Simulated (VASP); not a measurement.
I:

```xyz
4
Lattice="3.6106 -2.3789 0.0000 3.6106 2.3789 0.0000 0.0000 0.0000 9.7277" Properties=species:S:1:pos:R:3 pbc="T T T"
I     3.6106   -0.7104    3.7393
I     3.6106    1.6686    1.1245
I     3.6106    0.7104    5.9884
I     3.6106   -1.6686    8.6032
```

Base run:

| Quantity | Value |
| --- | --- |
| Program | VASP 6.6.1 |
| Functional | BLYP |
| Potentials or basis | VASP PAW PBE potentials, release 64 (I) |
| Cutoff | 520 eV |
| k mesh | 7 × 7 × 3 |
| Occupations | fermi-dirac, width 0.05 eV |
| Spin | no spin polarisation |

Its results: band gap on the k mesh 1.37 eV (least direct gap 1.46 eV); pressure 4.6 GPa; largest force 1.308 eV/Å.

Question: The run is repeated on the same cell with these changes: functional from BLYP to PBE; further incar settings from ALGO = Normal; EDIFF = 1e-07; NBANDS = 22 to ALGO = Normal; EDIFF = 1e-06; NBANDS = 22. What comes out?

Answer: Band gap on the k mesh 1.38 eV (least direct gap 1.47 eV); pressure 2.3 GPa; largest force 1.031 eV/Å.

Caveats: this functional lacks dispersion, which holds the molecules together, so the pressure and a relaxed volume are unreliable; spin-orbit coupling is left out, which moves the levels of the heavy elements; the cell stands under pressure (at least some runs); the PAW data sets were made with another functional, which shifts forces and pressure a little (at least some runs); forces of over 1 eV/Å act on the atoms, so gaps and moduli don't describe the material at rest (at least some runs).

A k mesh can miss the band edges.
